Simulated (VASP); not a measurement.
A run of VASP 6.6.1:

File INCAR:

```
SYSTEM = BaTiO3
ALGO = Normal ; EDIFF = 1E-6
ENCUT = 520 ; GGA = PE
ISIF = 2 ; ISMEAR = 0
LASPH = .TRUE. ; LCHARG = .TRUE.
LELF = .TRUE. ; LREAL = .FALSE.
LVHAR = .TRUE. ; LWAVE = .FALSE.
NBANDS = 28 ; NELM = 60
PREC = Accurate ; SIGMA = 0.05
```

File KPOINTS:

```
k-points
0
G
  8 8 8
  0 0 0
```

Contents of POSCAR:

```
BaTiO3
1.0
    3.9683478460      0.0000000000      0.0000000000
    0.0000000000      3.9683478460      0.0000000000
    0.0000000000      0.0000000000      4.0684634840
Ba Ti O
1 1 3
Direct
    0.0000000000      0.0000000000     -0.0023794156
    0.5000000000      0.5000000000      0.4814776333
    0.5000000000      0.5000000000      0.0289971905
    0.5000000000      0.0000000000      0.5174522959
    0.0000000000      0.5000000000      0.5174522959
```

Potentials or basis: VASP PAW PBE potentials, release 64 (Ba_sv, Ti_sv, O).

Command:

```bash
$ cat potpaw_PBE.64/Ba_sv/POTCAR potpaw_PBE.64/Ti_sv/POTCAR potpaw_PBE.64/O/POTCAR > POTCAR
$ mpirun -np 1 vasp_std > vasp.out
```

Hardware: 1 thread of Intel(R) Xeon(R) Platinum 8488C (Sapphire Rapids) (shared host).

**Question.** How long does it take, and how much memory?

**Answer.** Wall time 2.1 min on 1 thread of Intel(R) Xeon(R) Platinum 8488C (Sapphire Rapids), with other jobs on the host, peak memory 0.26 GiB. Counts: scf iterations 17, k points 75.
